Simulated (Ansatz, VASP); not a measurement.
## Two plane-wave programs on Rh

```
CELL_PARAMETERS angstrom
0.00000 1.95860 1.93007
1.95860 0.00000 1.93007
1.95860 1.95860 0.00000
ATOMIC_POSITIONS crystal
Rh 0.00000 0.00000 0.00000
```

Change from the starting cell: strain +0.030 along x and y, +0.015 along z, atoms carried along.

Alike in both runs: task single point; functional r2SCAN; k mesh 22 × 22 × 22; occupations gaussian, width 0.15 eV; no spin polarisation.

```csv
,VASP,Ansatz
version,VASP 6.6.1,Ansatz 0.2.0
potentials or method,"VASP PAW PBE potentials, release 64 (Rh_pv), cutoff 520 eV","scalar-relativistic, plane waves, PAW"
valence electrons in the cell,15,17
```

|  | VASP | Ansatz | Ansatz less VASP |
| --- | --- | --- | --- |
| gap on the k mesh at the Fermi level (eV) | none | none | - |
| pressure (GPa) | -16.8 | -17.6 | -0.81 |
| traceless stress, the component that is largest in VASP (GPa) | 1.90 | 1.90 | -0.009 |

VASP's potentials were made for PBE, not for r2SCAN. A gap of «none» marks a metal or a gap that the smearing closes. VASP's potentials hold 15 valence electrons a cell and Ansatz's 17, so a difference there can come from the potentials and not from the codes.
